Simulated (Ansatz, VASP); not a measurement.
**TePb in VASP and in Ansatz**

```
Pb Te
1.0
     3.58170    0.00000    0.00000
     0.00000    3.58170    0.00000
     0.00000    0.00000    3.58170
Pb Te
1 1
Direct
  0.00000 0.00000 0.00000
  0.50000 0.50000 0.50000
```

Change from the starting cell: volume scaled by 0.72, LAPW.

Alike in both runs: task single point; functional PBE; k mesh 11 × 11 × 11; occupations fermi-dirac, width 0.1 eV; no spin polarisation.

```csv
,VASP,Ansatz
version,VASP 6.6.1,Ansatz 0.2.0
potentials or method,"VASP PAW PBE potentials, release 64 (Pb_d, Te), cutoff 520 eV","all-electron LAPW, scalar-relativistic"
```

|  | VASP | Ansatz | Ansatz less VASP |
| --- | --- | --- | --- |
| pressure (GPa) | 27.4 | 27.4 | +0.06 |

Ansatz ran all-electron here, and VASP with PAW potentials.

Neither program's run includes spin-orbit coupling.
